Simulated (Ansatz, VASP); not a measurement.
## One calculation of WC, two programs

Contents of INCAR:

```
ALGO = Normal
EDIFF = 1E-6
ENCUT = 520
GGA = PS
ISIF = 2
ISMEAR = 1
LASPH = T
LCHARG = F
LREAL = F
LWAVE = F
NBANDS = 16
NELM = 60
PREC = Accurate
SIGMA = 0.2
```

Contents of KPOINTS:

```
k-points
0
Gamma
  18 18 16
```

File POSCAR:

```
WC
1.0
    2.9005014360      0.0000000000      0.0000000000
   -1.4502507180      2.5119079273      0.0000000000
    0.0000000000      0.0000000000      2.8290000000
W C
1 1
Direct
    0.0576808060      0.0422252806     -0.0530222694
    0.6666666667      0.3333333333      0.5000000000
```

Input for Ansatz:

```yaml
crystal:
  lattice:
    - [2.900501436, 0.0, 0.0]
    - [-1.450250718, 2.5119079273, 0.0]
    - [0.0, 0.0, 2.829]
  atoms:
    - { symbol: W, position: [0.057680806, 0.0422252806, -0.0530222694] }
    - { symbol: C, position: [0.6666666667, 0.3333333333, 0.5] }
basis:
  ecutwfc: 420
kpoints:
  mp_grid: { grid: [18, 18, 16] }
hamiltonian:
  xc: pbesol
scf:
  occupations: { method: methfessel_paxton, width: 0.2 }
output:
  forces: true
  stress: true
  eigenvalues: true
```

Alike in both runs: task single point; functional PBEsol; k mesh 18 × 18 × 16; occupations methfessel-paxton of order 1, width 0.2 eV; no spin polarisation.

|  | VASP | Ansatz |
| --- | --- | --- |
| version | VASP 6.6.1 | Ansatz 0.2.0 |
| potentials or method | VASP PAW PBE potentials, release 64 (W_sv, C), cutoff 520 eV | scalar-relativistic, plane waves, PAW |
| valence electrons in the cell | 18 | 18 |

```csv
,VASP,Ansatz,Ansatz less VASP
gap on the k mesh at the Fermi level (eV),none,none,-
pressure (GPa),9.6,8.2,-1.37
"traceless stress, the component that is largest in VASP (GPa)",-8.24,-8.14,+0.096
rms of the force components (eV/Å),2.125,2.104,-0.0210
```

VASP's potentials were made for PBE, not for PBEsol. Atom by atom the forces differ by 0.021 eV/Å (rms over components). A gap of «none» marks a metal or a gap that the smearing closes.

Spin-orbit coupling is off throughout.
